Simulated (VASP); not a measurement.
# CrO2 (C2/m) in VASP: single point with PBE

Aim: the single point of CrO2 with PBE.

Everything below comes from runs of VASP 6.6.1. Logs are shortened: lines on timing, memory, paths and dates and some standing lists are left out, and cuts for length are marked.

## Step 1: The cell of the first run

Symmetry: C2/m, No. 12, monoclinic system. The conventional cell has a = 4.911 Å, b = 3.010 Å, c = 3.463 Å, α = 90.00°, β = 90.04°, γ = 90.00°. Cr (site symmetry 2/m) has 6 O at 1.83 to 2.03 Å within 2.4 Å. Within 2.4 Å of O (site symmetry m) lie 3 Cr at 1.83 to 2.03 Å and 3 O at 2.18 to 2.36 Å.

## Step 2: Single point, PBE, collinear spin, ferromagnetic start

File INCAR:

```
  ALGO = Normal
  EDIFF = 1E-7
  ENCUT = 520
  GGA = PE
  ISIF = 2
  ISMEAR = -1
  ISPIN = 2
  LASPH = True
  LCHARG = False
  LMAXMIX = 4
  LORBIT = 11
  LREAL = False
  LWAVE = False
  MAGMOM = 4.5 0 0
  NBANDS = 23
  NELM = 150
  PREC = Accurate
  SIGMA = 0.05
```

File KPOINTS:

```
k-points
0
Gamma
  10 10 8
```

File POSCAR:

```
CrO2
1.0
    2.4554341700     -1.5052299900      0.0000000000
    2.4554341700      1.5052299900      0.0000000000
   -0.0024174100      0.0000000000      3.4626770800
Cr O
1 2
Direct
    0.0000000000      0.0000000000      0.0000000000
    0.6879000000      0.6879000000      0.2889000000
    0.3121000000      0.3121000000      0.7111000000
```

Potentials or basis: VASP PAW PBE potentials, release 64 (Cr_pv, O).

Command:

```console
$ cat potpaw_PBE.64/Cr_pv/POTCAR potpaw_PBE.64/O/POTCAR > POTCAR
$ mpirun -np 1 vasp_std > vasp.out
```

OUTCAR:

```text
EDIFF = 1E-7
   ENCUT = 520
   GGA = PE
   ISIF = 2
   ISMEAR = -1
   ISPIN = 2
   LASPH = True
   LORBIT = 11
   LREAL = False
   NELM = 150
   PREC = Accurate

 ion  position               nearest neighbor table
   1  0.000  0.000  0.000-   2 1.83   3 1.83   2 2.03   2 2.03   3 2.03   3 2.03
   2  0.688  0.688  0.289-   1 1.83   1 2.03   1 2.03
   3  0.312  0.312  0.711-   1 1.83   1 2.03   1 2.03

  LATTYP: Found a base centered monoclinic cell.
 ALAT       =     4.9108683400
 B/A-ratio  =     0.6130198921
 C/A-ratio  =     0.7051050210
 COS(beta)  =    -0.0006981331

  Lattice vectors:

 A1 = (   2.4554341700,  -1.5052299900,   0.0000000000)
 A2 = (   2.4554341700,   1.5052299900,   0.0000000000)
 A3 = (  -0.0024174100,   0.0000000000,   3.4626770800)

Analysis of symmetry for initial positions (statically):
=====================================================================
 Subroutine PRICEL returns:
 Original cell was already a primitive cell.

 Routine SETGRP: Setting up the symmetry group for a
 base centered monoclinic supercell.

 Subroutine GETGRP returns: Found  4 space group operations
 (whereof  4 operations were pure point group operations)
 out of a pool of  4 trial point group operations.

The static configuration has the point symmetry C_2h.

Analysis of symmetry for dynamics (positions and initial velocities):
=====================================================================
 Subroutine PRICEL returns:
 Original cell was already a primitive cell.

 Routine SETGRP: Setting up the symmetry group for a
 base centered monoclinic supercell.

 Subroutine GETGRP returns: Found  4 space group operations
 (whereof  4 operations were pure point group operations)
 out of a pool of  4 trial point group operations.

The dynamic configuration has the point symmetry C_2h.

Analysis of structural, dynamic, and magnetic symmetry:
=====================================================================
 Subroutine PRICEL returns:
 Original cell was already a primitive cell.

 Routine SETGRP: Setting up the symmetry group for a
 base centered monoclinic supercell.

 Subroutine GETGRP returns: Found  4 space group operations
 (whereof  4 operations were pure point group operations)
 out of a pool of  4 trial point group operations.

The overall configuration has the point symmetry C_2h.

 Subroutine INISYM returns: Found  4 space group operations
 (whereof  4 operations are pure point group operations),
 and found     1 'primitive' translations

----------------------------------------------------------------------------------------

                                     Primitive cell

  volume of cell :      25.5961

  direct lattice vectors                    reciprocal lattice vectors
     2.455434170 -1.505229990  0.000000000     0.203629976 -0.332175152  0.000142161
     2.455434170  1.505229990  0.000000000     0.203629976  0.332175152  0.000142161
    -0.002417410  0.000000000  3.462677080     0.000000000  0.000000000  0.288793895

  length of vectors
     2.880082340  2.880082340  3.462677924     0.389622277  0.389622277  0.288793895

  position of ions in fractional coordinates (direct lattice)
     0.000000000  0.000000000  0.000000000
     0.687900000  0.687900000  0.288900000
     0.312100000  0.312100000  0.711100000

  ion indices of the primitive-cell ions
   primitive index   ion index
                 1           1
                 2           2
                 3           3

----------------------------------------------------------------------------------------

 KPOINTS: k-points

Automatic generation of k-mesh.
 Grid dimensions read from file:
 generate k-points for:   10   10    8

 Generating k-lattice:

  Cartesian coordinates                     Fractional coordinates (reciprocal lattice)
     0.020362998 -0.033217515  0.000014216     0.100000000  0.000000000 -0.000000000
     0.020362998  0.033217515  0.000014216     0.000000000  0.100000000 -0.000000000
     0.000000000  0.000000000  0.036099237     0.000000000  0.000000000  0.125000000

  Length of vectors
     0.038962228  0.038962228  0.036099237

  Shift w.r.t. Gamma in fractional coordinates (k-lattice)
     0.000000000  0.000000000  0.000000000

 Subroutine IBZKPT returns following result:
 ===========================================

 Found    227 irreducible k-points:

 Following reciprocal coordinates:
            Coordinates               Weight
  0.000000  0.000000  0.000000      1.000000
  0.100000  0.000000  0.000000      4.000000
  0.200000  0.000000  0.000000      4.000000
  0.300000  0.000000 -0.000000      4.000000
  0.400000  0.000000  0.000000      4.000000
  0.500000  0.000000 -0.000000      2.000000
[... 16 lines left out ...]
  0.300000  0.300000 -0.000000      2.000000
  0.400000  0.300000  0.000000      4.000000
 [... further k-points ...]
   k-points           NKPTS =    227   k-points in BZ     NKDIM =    227   number of bands    NBANDS=     23
   number of dos      NEDOS =    301   number of ions     NIONS =      3
   total plane-waves  NPLWV =  16128
   dimension x,y,z NGX =    24 NGY =   24 NGZ =   28
   dimension x,y,z NGXF=    48 NGYF=   48 NGZF=   56
   ions per type =               1   2
   NGX,Y,Z   is equivalent  to a cutoff of  13.85, 13.85, 13.44 a.u.
   NGXF,Y,Z  is equivalent  to a cutoff of  27.71, 27.71, 26.89 a.u.
 SYSTEM =  unknown system
   PREC   = accura    normal or accurate (medium, high low for compatibility)
   ISTART =      0    job   : 0-new  1-cont  2-samecut
   ICHARG =      2    charge: 1-file 2-atom 10-const
   ISPIN  =      2    spin polarized calculation?
   LNONCOLLINEAR =      F non collinear calculations
   LSORBIT =      F    spin-orbit coupling
   LASPH  =      T    aspherical Exc in radial PAW
   ENCUT  =  520.0 eV  38.22 Ry    6.18 a.u.   5.36  5.36  6.44*2*pi/ulx,y,z
   NELM   =    150;   NELMIN=  2; NELMDL= -5     # of ELM steps
   EDIFF  = 0.1E-06   stopping-criterion for ELM
   LREAL  =      F    real-space projection
   EDIFFG = 0.1E-05   stopping-criterion for IOM
   NSW    =      0    number of steps for IOM
   IBRION =     -1    ionic relax: 0-MD 1-quasi-New 2-CG
   NFREE  =      0    steps in history (QN), initial steepest desc. (CG)
   ISIF   =      2    stress and relaxation
   ISYM   =      2    0-nonsym 1-usesym 2-fastsym
   POTIM  = 0.5000    time-step for ionic-motion
   TEBEG  =    0.0;   TEEND  =   0.0 temperature during run
   PSTRESS=    0.0 pullay stress
   NELECT =      24.0000    total number of electrons
   NUPDOWN=      -1.0000    fix difference up-down
   EMIN   =  10.00;   EMAX   =-10.00  energy-range for DOS
   EFERMI =   0.00;   METHOD = LEGACY
   ISMEAR =    -1;   SIGMA  =   0.05  broadening in eV -4-tet -1-fermi 0-gaus
   EFERMI_NEDOS =   21; number of points for ismear=-14 and -15
   IALGO  =     38    algorithm
   IMIX   =      4    mixing-type and parameters
     AMIX     =   0.40;   BMIX     =  1.00
     AMIX_MAG =   1.60;   BMIX_MAG =  1.00
  volume/ion in A,a.u.               =       8.53        57.58
  Fermi-wavevector in a.u.,A,eV,Ry     =   1.602338  3.027980 34.932793  2.567488
  Thomas-Fermi vector in A             =   2.699175
   LORBIT       =     11    0 simple, 1 ext, 2 COOP (PROOUT), +10 PAW based schemes
   GGA     = PE    functional components
   LHFCALC =     F    Hartree Fock is set to
   AEXX    =    0.0000 exact exchange contribution
   IVDW    =     0    specifies the selected vdW correction
   LEPSILON=     F    determine dielectric tensor
   LRPA    =     F    only Hartree local field effects (RPA)
 spin polarized calculation
  energy-cutoff  :      520.00
  volume of cell :       25.60
 maximum number of plane-waves:       709
 NGX is ok and might be reduce to    24
   NGX = 11   NGY = 11   NGZ = 13

 number of electron      23.9999997 magnetization       2.0000217

 Free energy of the ion-electron system (eV)
  ---------------------------------------------------
  ext. energy  EPLUGINS =         0.00000000
  ---------------------------------------------------
  free energy    TOTEN  =       -23.21990873 eV

  energy without entropy =      -23.20259993  energy(sigma->0) =      -23.21125433

 E-fermi :   7.2420     XC(G=0): -12.7300

 val. band max:        7.2415023483   @ k =  -0.4000   0.1000   0.3750
 cond. band min:       7.2421346685   @ k =   0.3000   0.2000   0.1250
 fundamental gap:      0.0006323202
 Fermi energy:         7.2419987472

 spin component 1

 k-point     1 :       0.0000    0.0000    0.0000
  band No.  band energies     occupation
      1     -37.5036      1.00000
      2     -37.3865      1.00000
      3     -37.3607      1.00000
      4     -13.2567      1.00000
      5      -9.3064      1.00000
      6       0.1944      1.00000
[... 15 lines left out ...]
     22      27.3172      0.00000
     23      31.5452      0.00000

 k-point     2 :       0.1000    0.0000    0.0000
  band No.  band energies     occupation
      1     -37.5016      1.00000
      2     -37.3985      1.00000
      3     -37.3713      1.00000
      4     -13.1269      1.00000
      5      -9.4061      1.00000
      6       0.3537      1.00000
[... 15 lines left out ...]
     22      28.0279      0.00000
     23      30.6864      0.00000

 k-point     3 :       0.2000    0.0000    0.0000
  band No.  band energies     occupation
      1     -37.5012      1.00000
      2     -37.4386      1.00000
      3     -37.3852      1.00000
      4     -12.7609      1.00000
      5      -9.6763      1.00000
      6       0.7859      1.00000
[... 15 lines left out ...]
     22      28.6199      0.00000
     23      29.3286      0.00000
[... 495 lines left out ...]
 k-point    23 :       0.3000    0.3000   -0.0000
  band No.  band energies     occupation
      1     -37.5664      1.00000
      2     -37.4576      1.00000
      3     -37.4021      1.00000
      4     -12.1304      1.00000
      5     -10.0401      1.00000
      6       1.3367      1.00000
[... 15 lines left out ...]
     22      26.5726      0.00000
     23      27.9950      0.00000

 k-point    24 :       0.4000    0.3000    0.0000
  band No.  band energies     occupation
      1     -37.5967      1.00000
      2     -37.4529      1.00000
      3     -37.4171      1.00000
      4     -11.7841      1.00000
      5     -10.2368      1.00000
      6       0.8814      1.00000
[... 15 lines left out ...]
     22      26.0811      0.00000
     23      28.0425      0.00000

 [... further k-points ...]

 spin component 2

 k-point     1 :       0.0000    0.0000    0.0000
  band No.  band energies     occupation
      1     -35.4070      1.00000
      2     -35.0291      1.00000
      3     -34.9741      1.00000
      4     -13.3481      1.00000
      5      -9.4828      1.00000
      6       0.5240      1.00000
[... 15 lines left out ...]
     22      27.8949      0.00000
     23      32.2490      0.00000

 k-point     2 :       0.1000    0.0000    0.0000
  band No.  band energies     occupation
      1     -35.4133      1.00000
      2     -35.0318      1.00000
      3     -34.9883      1.00000
      4     -13.2199      1.00000
      5      -9.5789      1.00000
      6       0.6774      1.00000
[... 15 lines left out ...]
     22      28.6261      0.00000
     23      31.5037      0.00000

 k-point     3 :       0.2000    0.0000    0.0000
  band No.  band energies     occupation
      1     -35.4330      1.00000
      2     -35.0482      1.00000
      3     -35.0127      1.00000
      4     -12.8591      1.00000
      5      -9.8405      1.00000
      6       1.0922      1.00000
[... 15 lines left out ...]
     22      29.2606      0.00000
     23      30.1151      0.00000
[... 495 lines left out ...]
 k-point    23 :       0.3000    0.3000   -0.0000
  band No.  band energies     occupation
      1     -35.5273      1.00000
      2     -35.0592      1.00000
      3     -35.0205      1.00000
      4     -12.2401      1.00000
      5     -10.1900      1.00000
      6       1.5935      1.00000
[... 15 lines left out ...]
     22      27.2864      0.00000
     23      28.6939      0.00000

 k-point    24 :       0.4000    0.3000    0.0000
  band No.  band energies     occupation
      1     -35.5545      1.00000
      2     -35.0608      1.00000
      3     -35.0370      1.00000
      4     -11.9024      1.00000
      5     -10.3821      1.00000
      6       1.1343      1.00000
[... 15 lines left out ...]
     22      26.8076      0.00000
     23      28.5731      0.00000

 [... further k-points ...]
[... 5 lines left out ...]
  --------------------------------------------------------------------------------------
  -------------------------------------------------------------------------------------
  Total        1.9220706      0.8037517      5.9824729      0.0000000      0.0000000     -2.3258504
  in kB      120.3113966     50.3105848    374.4709879      0.0000000      0.0000000   -145.5858683
  external PRESSURE =     181.6976564 kB  Pullay stress =       0.0000000 kB

 VOLUME and BASIS-vectors are now :
 -----------------------------------------------------------------------------
  energy-cutoff  :      520.00
  volume of cell :       25.60
      direct lattice vectors                 reciprocal lattice vectors
     2.455434170 -1.505229990  0.000000000     0.203629976 -0.332175152  0.000142161
     2.455434170  1.505229990  0.000000000     0.203629976  0.332175152  0.000142161
    -0.002417410  0.000000000  3.462677080     0.000000000  0.000000000  0.288793895

 POSITION                                       TOTAL-FORCE (eV/Angst)
 -----------------------------------------------------------------------------------
      0.00000      0.00000      0.00000         0.000000     -0.000000      0.000000
      3.37749      0.00000      1.00037        -1.257089      0.000000     -3.118780
      1.53096      0.00000      2.46231         1.257089      0.000000      3.118780
 -----------------------------------------------------------------------------------
    total drift:                                0.000000      0.000000      0.000000

  FREE ENERGIE OF THE ION-ELECTRON SYSTEM (eV)
  ---------------------------------------------------
  free  energy   TOTEN  =       -23.2199087296 eV

  energy  without entropy=      -23.2025999326  energy(sigma->0) =      -23.21125433

 total charge

# of ion       s       p       d       tot
------------------------------------------
    1        0.338   6.422   4.081  10.842
    2        1.598   3.403   0.000   5.002
    3        1.598   3.403   0.000   5.002
--------------------------------------------------
tot          3.535  13.229   4.081  20.845

 magnetization (x)

# of ion       s       p       d       tot
------------------------------------------
    1        0.027   0.017   2.113   2.157
    2       -0.002  -0.108   0.000  -0.111
    3       -0.002  -0.108   0.000  -0.111
--------------------------------------------------
tot          0.022  -0.199   2.113   1.935
```

It took 2.9 min on 1 thread of Intel Xeon Platinum 8375C at 2.90GHz (Ice Lake), shared host; peak memory 0.3 GiB.

Results:

- Free energy: -23.2199 eV
- Pressure: 18.2 GPa
- Largest force: 3.363 eV/Å
- Band gap on the k mesh: zero (filled and empty bands overlap)
- Net moment: 2.00 μB per cell
- Site moments: Cr +2.16; O -0.11 μB
- Valence electrons inside the program's atomic spheres: Cr 10.84; O 5.00

Forces in eV/Å, atoms in the order of the input:
```
Cr   0.000  0.000  0.000
O   -1.257  0.000 -3.119
O    1.257  0.000  3.119
```

Caveat: a cell with one magnetic atom can't hold antiferromagnetic order, which such compounds often take; semilocal functionals often make such compounds metallic where correlation or magnetic order opens a gap, which also shifts bond lengths; forces of over 1 eV/Å act on the atoms, so gaps and moduli don't describe the material at rest. With open d or f shells a metallic result of PBE can be an artefact of self-interaction; +U or a hybrid may open a gap.
